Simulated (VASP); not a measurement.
Crystal: C.

```xyz
2
Lattice="0.0000 1.8183 1.8183 1.8183 0.0000 1.8183 1.8183 1.8183 0.0000" Properties=species:S:1:pos:R:3 pbc="T T T"
C     2.7275    2.7275    2.7275
C     1.8183    1.8183    1.8183
```

Base run:

- Program: VASP 6.6.1
- Functional: BLYP
- Potentials or basis: VASP PAW PBE potentials, release 64 (C)
- Cutoff: 520 eV
- k mesh: 13 × 13 × 13
- Occupations: fermi-dirac, width 0.05 eV
- Spin: no spin polarisation

Its results: band gap on the k mesh 4.33 eV, indirect (least direct gap 5.57 eV); pressure -11.9 GPa.

Problem. After a change of settings the same cell gave: band gap on the k mesh 3.89 eV, indirect (least direct gap 5.38 eV); pressure -26.6 GPa. Which change was it?
A. functional from BLYP to PBEsol
B. functional from BLYP to r2SCAN
C. functional from BLYP to revPBE
D. further incar settings from ALGO = Normal; EDIFF = 1e-07; NBANDS = 11 to ALGO = Normal; EDIFF = 1e-06; NBANDS = 11; dispersion from none to D4

Solution. A.

PBEsol binds more tightly than BLYP, so the same cell stands under less pressure.

Caveats: the PAW data sets were made with another functional, which shifts forces and pressure a little.
